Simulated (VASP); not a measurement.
**LiCoS4: density of states with LDA+U**

The system is LiCoS4.

```
Li Co S
1.0
     6.38292    0.00000    0.00000
     0.00000    5.46377    0.00000
    -2.65787    0.00000    5.93703
Li Co S
2 2 8
Direct
  0.50000 0.50000 0.00000
  0.50000 0.00000 0.50000
  0.00000 0.00000 0.00000
  0.00000 0.50000 0.50000
  0.85320 0.79480 0.66840
  0.14680 0.29480 0.83160
  0.14680 0.20520 0.33160
  0.85320 0.70520 0.16840
  0.32460 0.68530 0.62130
  0.67540 0.18530 0.87870
  0.67540 0.31470 0.37870
  0.32460 0.81470 0.12130
```

```json
{
 "Program": "VASP 6.6.1",
 "Task": "density of states",
 "Functional": "LDA",
 "Potentials or basis": "VASP PAW LDA potentials, release 64 (Li_sv, Co, S)",
 "Cutoff": "650 eV",
 "k mesh": "3 × 4 × 3",
 "Occupations": "fermi-dirac, width 0.1 eV",
 "Spin": "collinear spin, ferromagnetic start",
 "Starting moments": "[0.0, 0.0, 3.0, 3.0, 0.0, 0.0, 0.0, 0.0, 0.0, 0.0, 0.0, 0.0] μB",
 "Hubbard terms": "Co d U = 3.47 eV",
 "Dipole correction": "no",
 "k mesh for the DOS": "5 × 6 × 5",
 "Charge": "-1",
 "Occupations for the DOS": "tetrahedron",
 "Further INCAR settings": "ALGO = Normal; EDIFF = 1e-06; NELECT = 73.0"
}
```

```yaml
Net_moment: 0.74 μB per cell
Site_moments: Li +0.00; Co +0.21; S +0.02, +0.03 μB
Valence_electrons_inside_the_program's_atomic_spheres: Li 2.13; Co 8.59; S 3.61, 3.62
```

Levels at points of the mesh, in eV from the Fermi level:
Spin up:
```
           k point  band 34  band 35  band 36  band 37  band 38  band 39  band 40  band 41
(0.00, 0.00, 0.00)    -0.56    -0.34     0.24     0.32     0.78     0.84     0.96     1.03
(0.00, 0.50, 0.00)    -0.32    -0.15    -0.15     0.12     0.12     0.26     0.26     1.65
```
Spin down:
| k point | band 34 | band 35 | band 36 | band 37 | band 38 | band 39 |
| --- | --- | --- | --- | --- | --- | --- |
| (0.00, 0.00, 0.00) | -0.51 | -0.18 | 0.26 | 0.42 | 0.83 | 0.88 |
| (0.00, 0.50, 0.00) | -0.23 | -0.08 | -0.08 | 0.20 | 0.20 | 0.38 |

Eigenvalues of the final occupation matrices:
| site | spin | trace | eigenvalues |
| --- | --- | --- | --- |
| site 3 d | 1 | 3.88 | 0.59 0.61 0.87 0.90 0.91 |
| site 3 d | 2 | 3.68 | 0.53 0.58 0.81 0.86 0.88 |
| site 4 d | 1 | 3.88 | 0.59 0.61 0.87 0.90 0.91 |
| site 4 d | 2 | 3.68 | 0.53 0.58 0.81 0.86 0.88 |

Wall time 8.5 min on 4 MPI ranks on Intel(R) Xeon(R) Platinum 8488C (Sapphire Rapids), with other jobs on the host, peak memory 0.94 GiB a rank.

Caveat: the cell carries a net charge on a neutralising background, which shifts energy and pressure; the cell is charged against a uniform background, so pressure and absolute levels hang on convention. The state reached can hang on the start; a lower one may exist.
